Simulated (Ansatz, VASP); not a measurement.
This is a calculation of Sb for Ansatz 0.2.0.

File input.yaml:

```yaml
crystal:
  lattice:
    - [-0.016763, 2.380707, 2.40165]
    - [2.369753, 0.044349, 2.340538]
    - [2.409631, 2.359473, 0.004471]
  atoms:
    - { symbol: Sb, position: [-0.007538, 0.013091, -0.010743] }
kpoints:
  mp_grid: { grid: [10, 10, 10] }
scf:
  occupations: { method: fermi_dirac, width: 0.05 }
hamiltonian:
  xc: pbe
  pseudopotentials: { kind: all_electron, lapw: { basis_error: 0.001 } }
output:
  forces: true
  stress: true
  eigenvalues: true
  populations: true
```

Potentials or basis: all-electron LAPW, scalar-relativistic.

Launch:

```bash
$ ansatz run input.yaml --threads 1 --pin off --max-ram 3072MiB --backend cpu --events-out ev --progress --plain --runs-dir out
```

**Question.** Set up the same calculation for VASP 6.6.1. Potentials there: VASP PAW PBE potentials, release 64 (Sb).

**Answer.** As run (the cutoff follows the program's own potentials):

Contents of INCAR:

```
SYSTEM = Sb
PREC = Accurate
ENCUT = 520
EDIFF = 1E-7
ISMEAR = -1
SIGMA = 0.05
LREAL = .FALSE.
LASPH = .TRUE.
NELM = 80
ALGO = Normal
ISIF = 2
LWAVE = .FALSE.
LCHARG = .FALSE.
GGA = PE
NBANDS = 8
```

KPOINTS

```
regular mesh
0
G
  10 10 10
  0 0 0
```

The input POSCAR:

```
Sb
1.0
   -0.0167630000      2.3807070000      2.4016500000
    2.3697530000      0.0443490000      2.3405380000
    2.4096310000      2.3594730000      0.0044710000
Sb
1
Direct
   -0.0075380000      0.0130910000     -0.0107430000
```

Potentials or basis: VASP PAW PBE potentials, release 64 (Sb).

Launch:

```console
$ cat potpaw_PBE.64/Sb/POTCAR > POTCAR
$ mpirun -np 1 vasp_std > vasp.out
```

Both were run:

|  | VASP | Ansatz | Ansatz less VASP |
| --- | --- | --- | --- |
| gap on the k mesh at the Fermi level (eV) | none | none | - |
| pressure (GPa) | 1.6 | 1.8 | +0.15 |
| traceless stress, the component that is largest in VASP (GPa) | 0.41 | 0.41 | -0.001 |

A gap of «none» marks a metal or a gap that the smearing closes. Ansatz ran all-electron here, and VASP with PAW potentials.

Neither program's run includes spin-orbit coupling.
